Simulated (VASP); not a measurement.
# MoW14 (a cell with a defect) in VASP: single point with PBEsol

Aim: the single point of MoW14 (a cell with a defect) with PBEsol.

Everything below comes from runs of VASP 6.6.1. Logs are shortened: lines on timing, memory, paths and dates and some standing lists are left out, and cuts for length are marked.

## (1) The cell of the first run

The cell holds a defect, 15 atoms: a = 6.320 Å, b = 6.320 Å, c = 6.320 Å, α = 90.00°, β = 90.00°, γ = 90.00°.

## (2) Single point, PBEsol

Contents of INCAR:

```
SYSTEM = MoW14
ALGO = Normal
EDIFF = 1E-6
ENCUT = 520
GGA = PS
ISIF = 2
ISMEAR = 0
LASPH = .TRUE.
LCHARG = .TRUE.
LELF = .TRUE.
LREAL = Auto
LVHAR = .TRUE.
LWAVE = .FALSE.
NBANDS = 118
NELM = 100
PREC = Accurate
SIGMA = 0.1
```

Contents of KPOINTS:

```
k-points
0
G
  3 3 3
  0 0 0
```

Contents of POSCAR:

```
MoW14
1.0
    6.3200000000      0.0000000000      0.0000000000
    0.0000000000      6.3200000000      0.0000000000
    0.0000000000      0.0000000000      6.3200000000
Mo W
1 14
Direct
   -0.0939131329      0.0935473101     -0.0941628165
    0.4959493671     -0.0037131329      0.0030971519
    0.0033476266      0.5036849684      0.0030979430
    0.0033481013     -0.0037140823      0.4956988924
    0.2484101266      0.2504805380      0.2481602848
    0.5049435127      0.4946903481     -0.0021743671
    0.5049433544      0.0015582278      0.5046931962
    0.7451398734      0.2544944620      0.2593077532
   -0.0019238924      0.4946912975      0.5046928797
    0.2460356013      0.7535992089      0.2457844937
    0.2595568038      0.2544939873      0.7448897152
    0.4997137658      0.4999204114      0.4994636076
    0.7491531646      0.7512243671      0.2481599684
    0.2484104430      0.7512235759      0.7489037975
    0.7451400316      0.7400768987      0.7448900316
```

Potentials or basis: VASP PAW PBE potentials, release 64 (Mo_sv, W_sv).

Started as:

```bash
> cat potpaw_PBE.64/Mo_sv/POTCAR potpaw_PBE.64/W_sv/POTCAR > POTCAR
> mpirun -np 1 vasp_std > vasp.out
```

OUTCAR:

```text
SYSTEM = MoW14
   EDIFF = 1E-6
   ENCUT = 520
   GGA = PS
   ISIF = 2
   ISMEAR = 0
   LASPH = .TRUE.
   LREAL = Auto
   NELM = 100
   PREC = Accurate

 ion  position               nearest neighbor table
   1  0.906  0.094  0.906-  11 2.66  15 2.66   8 2.66   2 2.73   3 2.73   4 2.73  13 3.22   5 3.22
                            14 3.22
   2  0.496  0.996  0.003-  10 2.68  13 2.71  14 2.73   5 2.73   1 2.73  11 2.75  15 2.79   8 2.79
                             6 3.15   7 3.15   7 3.17   6 3.17
   3  0.003  0.504  0.003-  10 2.68   5 2.71  14 2.73  13 2.73   1 2.73  15 2.75   8 2.79  11 2.79
                             6 3.15   9 3.15   9 3.17   6 3.17
   4  0.003  0.996  0.496-  10 2.68  14 2.71   5 2.73  13 2.73   1 2.73   8 2.75  11 2.79  15 2.79
                             7 3.15   9 3.15   9 3.17   7 3.17
   5  0.248  0.250  0.248-   3 2.71   4 2.73   2 2.73   9 2.74   6 2.74  12 2.74   7 2.78  11 3.14
                             8 3.14  10 3.14  10 3.18   8 3.18  11 3.18   1 3.22
   6  0.505  0.495  0.998-  15 2.70  11 2.70   8 2.71   5 2.74  13 2.74  14 2.78  10 2.79  12 3.15
                             2 3.15   3 3.15  12 3.17   3 3.17   2 3.17
   7  0.505  0.002  0.505-   8 2.70  11 2.70  15 2.71  13 2.74  14 2.74   5 2.78  10 2.79  12 3.15
                             2 3.15   4 3.15  12 3.17   4 3.17   2 3.17
   8  0.745  0.254  0.259-   1 2.66  12 2.67   9 2.70   7 2.70   6 2.71   4 2.75   3 2.79   2 2.79
                             5 3.14  13 3.14  13 3.18   5 3.18
   9  0.998  0.495  0.505-   8 2.70  15 2.70  11 2.71   5 2.74  14 2.74  13 2.78  10 2.79  12 3.15
                             3 3.15   4 3.15  12 3.17   4 3.17   3 3.17
  10  0.246  0.754  0.246-   4 2.68   2 2.68   3 2.68  12 2.78   7 2.79   6 2.79   9 2.79  14 3.14
                             5 3.14  13 3.14  13 3.18   5 3.18  14 3.18
  11  0.260  0.254  0.745-   1 2.66  12 2.67   7 2.70   6 2.70   9 2.71   2 2.75   4 2.79   3 2.79
                             5 3.14  14 3.14  14 3.18   5 3.18
  12  0.500  0.500  0.499-   8 2.67  15 2.67  11 2.67  14 2.74   5 2.74  13 2.74  10 2.78   6 3.15
                             7 3.15   9 3.15   9 3.17   7 3.17   6 3.17
  13  0.749  0.751  0.248-   2 2.71   4 2.73   3 2.73   7 2.74   6 2.74  12 2.74   9 2.78   8 3.14
                            15 3.14  10 3.14  10 3.18  15 3.18   8 3.18   1 3.22
  14  0.248  0.751  0.749-   4 2.71   2 2.73   3 2.73   9 2.74   7 2.74  12 2.74   6 2.78  11 3.14
                            15 3.14  10 3.14  10 3.18  11 3.18  15 3.18   1 3.22
  15  0.745  0.740  0.745-   1 2.66  12 2.67   6 2.70   9 2.70   7 2.71   3 2.75   2 2.79   4 2.79
                            14 3.14  13 3.14  13 3.18  14 3.18

  LATTYP: Found a simple cubic cell.
 ALAT       =     6.3200000000

  Lattice vectors:

 A1 = (   6.3200000000,   0.0000000000,   0.0000000000)
 A2 = (   0.0000000000,   6.3200000000,   0.0000000000)
 A3 = (   0.0000000000,   0.0000000000,   6.3200000000)

Analysis of symmetry for initial positions (statically):
=====================================================================
 Subroutine PRICEL returns:
 Original cell was already a primitive cell.

 Routine SETGRP: Setting up the symmetry group for a
 simple cubic supercell.

 Subroutine GETGRP returns: Found  6 space group operations
 (whereof  1 operations were pure point group operations)
 out of a pool of 48 trial point group operations.

The static configuration has the point symmetry C_1 .
 The point group associated with its full space group is C_3v.

Analysis of symmetry for dynamics (positions and initial velocities):
=====================================================================
 Subroutine PRICEL returns:
 Original cell was already a primitive cell.

 Routine SETGRP: Setting up the symmetry group for a
 simple cubic supercell.

 Subroutine GETGRP returns: Found  6 space group operations
 (whereof  1 operations were pure point group operations)
 out of a pool of 48 trial point group operations.

The dynamic configuration has the point symmetry C_1 .
 The point group associated with its full space group is C_3v.

 Subroutine INISYM returns: Found  6 space group operations
 (whereof  1 operations are pure point group operations),
 and found     1 'primitive' translations

----------------------------------------------------------------------------------------

                                     Primitive cell

  volume of cell :     252.4360

[... 60 lines left out ...]

  Shift w.r.t. Gamma in fractional coordinates (k-lattice)
     0.000000000  0.000000000  0.000000000

 Subroutine IBZKPT returns following result:
 ===========================================

 Found      6 irreducible k-points:

 Following reciprocal coordinates:
            Coordinates               Weight
  0.000000  0.000000  0.000000      1.000000
  0.333333  0.000000  0.000000      6.000000
  0.333333  0.333333  0.000000      6.000000
  0.333333  0.000000  0.333333      6.000000
  0.333333  0.333333  0.333333      6.000000
  0.333333 -0.333333  0.333333      2.000000
   k-points           NKPTS =      6   k-points in BZ     NKDIM =      6   number of bands    NBANDS=    118
   number of dos      NEDOS =    301   number of ions     NIONS =     15
   total plane-waves  NPLWV = 110592
   dimension x,y,z NGX =    48 NGY =   48 NGZ =   48
   dimension x,y,z NGXF=    96 NGYF=   96 NGZF=   96
   ions per type =               1  14
   NGX,Y,Z   is equivalent  to a cutoff of  12.63, 12.63, 12.63 a.u.
   NGXF,Y,Z  is equivalent  to a cutoff of  25.25, 25.25, 25.25 a.u.
 SYSTEM =  MoW14
   PREC   = accura    normal or accurate (medium, high low for compatibility)
   ISTART =      0    job   : 0-new  1-cont  2-samecut
   ICHARG =      2    charge: 1-file 2-atom 10-const
   ISPIN  =      1    spin polarized calculation?
   LNONCOLLINEAR =      F non collinear calculations
   LSORBIT =      F    spin-orbit coupling
   LASPH  =      T    aspherical Exc in radial PAW
   ENCUT  =  520.0 eV  38.22 Ry    6.18 a.u.  11.75 11.75 11.75*2*pi/ulx,y,z
   NELM   =    100;   NELMIN=  2; NELMDL= -5     # of ELM steps
   EDIFF  = 0.1E-05   stopping-criterion for ELM
   LREAL  =      T    real-space projection
   EDIFFG = 0.1E-04   stopping-criterion for IOM
   NSW    =      0    number of steps for IOM
   IBRION =     -1    ionic relax: 0-MD 1-quasi-New 2-CG
   NFREE  =      0    steps in history (QN), initial steepest desc. (CG)
   ISIF   =      2    stress and relaxation
   ISYM   =      2    0-nonsym 1-usesym 2-fastsym
   POTIM  = 0.5000    time-step for ionic-motion
   TEBEG  =    0.0;   TEEND  =   0.0 temperature during run
   PSTRESS=    0.0 pullay stress
   NELECT =     210.0000    total number of electrons
   NUPDOWN=      -1.0000    fix difference up-down
   EMIN   =  10.00;   EMAX   =-10.00  energy-range for DOS
   EFERMI =   0.00;   METHOD = LEGACY
   ISMEAR =     0;   SIGMA  =   0.10  broadening in eV -4-tet -1-fermi 0-gaus
   EFERMI_NEDOS =   21; number of points for ismear=-14 and -15
   IALGO  =     38    algorithm
   IMIX   =      4    mixing-type and parameters
     AMIX     =   0.40;   BMIX     =  1.00
     AMIX_MAG =   1.60;   BMIX_MAG =  1.00
  volume/ion in A,a.u.               =      16.83       113.57
  Fermi-wavevector in a.u.,A,eV,Ry     =   1.539681  2.909576 32.254225  2.370619
  Thomas-Fermi vector in A             =   2.645875
   LORBIT       =      0    0 simple, 1 ext, 2 COOP (PROOUT), +10 PAW based schemes
   GGA     = PS    functional components
   LHFCALC =     F    Hartree Fock is set to
   AEXX    =    0.0000 exact exchange contribution
   IVDW    =     0    specifies the selected vdW correction
   LEPSILON=     F    determine dielectric tensor
   LRPA    =     F    only Hartree local field effects (RPA)
 non-spin polarized calculation
 Gauss-broadening in eV      SIGMA  =   0.10
  energy-cutoff  :      520.00
  volume of cell :      252.44
 maximum number of plane-waves:      6859
 NGX is ok and might be reduce to    48
   NGX = 23   NGY = 23   NGZ = 23

 number of electron     210.0000015 magnetization

 Free energy of the ion-electron system (eV)
  ---------------------------------------------------
  ext. energy  EPLUGINS =         0.00000000
  ---------------------------------------------------
  free energy    TOTEN  =      -199.92617103 eV

  energy without entropy =     -199.87040096  energy(sigma->0) =     -199.89828600

 E-fermi :  10.2104     XC(G=0): -13.3300

 val. band max:       10.1640248888   @ k =   0.3333   0.0000   0.0000
 cond. band min:      10.2234475001   @ k =   0.0000   0.0000   0.0000
 fundamental gap:      0.0594226114
 Fermi energy:        10.2104347796

 k-point     1 :       0.0000    0.0000    0.0000
  band No.  band energies     occupation
      1     -63.6835      2.00000
      2     -63.6213      2.00000
      3     -63.6212      2.00000
      4     -63.6100      2.00000
      5     -63.6100      2.00000
      6     -63.5838      2.00000
[... 709 lines left out ...]
    116      12.2169      0.00000
    117      12.2662      0.00000
 [bands above 117 left out]

------------------------ aborting loop because EDIFF is reached ----------------------------------------

  FORCE on cell =-STRESS in cart. coord.  units (eV):
  Direction    XX          YY          ZZ          XY          YZ          ZX
  --------------------------------------------------------------------------------------
  -------------------------------------------------------------------------------------
  Total      -11.5522875    -11.5522875    -11.5522875      3.1395577      3.1395577     -3.1395577
  in kB      -73.3208241    -73.3208241    -73.3208241     19.9263528     19.9263528    -19.9263528
  external PRESSURE =     -73.3208241 kB  Pullay stress =       0.0000000 kB

 VOLUME and BASIS-vectors are now :
 -----------------------------------------------------------------------------
  energy-cutoff  :      520.00
  volume of cell :      252.44
      direct lattice vectors                 reciprocal lattice vectors
     6.320000000  0.000000000  0.000000000     0.158227848  0.000000000  0.000000000
     0.000000000  6.320000000  0.000000000     0.000000000  0.158227848  0.000000000
     0.000000000  0.000000000  6.320000000     0.000000000  0.000000000  0.158227848

 POSITION                                       TOTAL-FORCE (eV/Angst)
 -----------------------------------------------------------------------------------
      5.72647      0.59122      5.72489        -0.001738      0.001738     -0.001738
      3.13440      6.29653      0.01957         0.005337      0.002019     -0.002019
      0.02116      3.18329      0.01958        -0.002019     -0.005337     -0.002019
      0.02116      6.29653      3.13282        -0.002019      0.002019      0.005337
      1.56995      1.58304      1.56837        -0.011488      0.000047     -0.011488
      3.19124      3.12644      6.30626         0.015824     -0.015824      0.021135
      3.19124      0.00985      3.18966         0.015824     -0.021135      0.015824
      4.70928      1.60840      1.63883        -0.004008      0.004008     -0.010416
      6.30784      3.12645      3.18966         0.021135     -0.015824      0.015824
      1.55495      4.76275      1.55336        -0.019648      0.019648     -0.019648
      1.64040      1.60840      4.70770        -0.010416      0.004008     -0.004008
      3.15819      3.15950      3.15661         0.008759     -0.008759      0.008759
      4.73465      4.74774      1.56837        -0.000047      0.011488     -0.011488
      1.56995      4.74773      4.73307        -0.011488      0.011488     -0.000047
      4.70928      4.67729      4.70770        -0.004008      0.010416     -0.004008
 -----------------------------------------------------------------------------------
    total drift:                               -0.015301      0.011206      0.030947

  FREE ENERGIE OF THE ION-ELECTRON SYSTEM (eV)
  ---------------------------------------------------
  free  energy   TOTEN  =      -199.9261710335 eV

  energy  without entropy=     -199.8704009574  energy(sigma->0) =     -199.89828600
```

Run time: 5.3 min. Hardware: 1 thread of Intel Xeon Platinum 8375C at 2.90GHz (Ice Lake), shared host; peak memory 0.39 GiB.

What came out:

- Free energy: -199.9262 eV
- Pressure: -7.3 GPa
- Largest force: 0.034 eV/Å

Forces on the atoms (eV/Å):
```
Mo  -0.002  0.002 -0.002
W    0.005  0.002 -0.002
W   -0.002 -0.005 -0.002
W   -0.002  0.002  0.005
W   -0.011  0.000 -0.011
W    0.016 -0.016  0.021
W    0.016 -0.021  0.016
W   -0.004  0.004 -0.010
W    0.021 -0.016  0.016
W   -0.020  0.020 -0.020
W   -0.010  0.004 -0.004
W    0.009 -0.009  0.009
W    0.000  0.011 -0.011
W   -0.011  0.011  0.000
W   -0.004  0.010 -0.004
```

Stress tensor (GPa, compression positive):
```
-7.33  1.99 -1.99
 1.99 -7.33  1.99
-1.99  1.99 -7.33
```

Levels at points of the mesh, in eV from the Fermi level:
```
           k point  band 101  band 102  band 103  band 104  band 105  band 106  band 107  band 108  band 109  band 110
(0.00, 0.00, 0.00)     -0.26     -0.26     -0.09      0.01      0.01      0.76      0.76      0.93      1.05      1.05
```

Caveat: the PAW data sets were made with another functional, which shifts forces and pressure a little; spin-orbit coupling is left out, which moves the levels of the heavy elements.
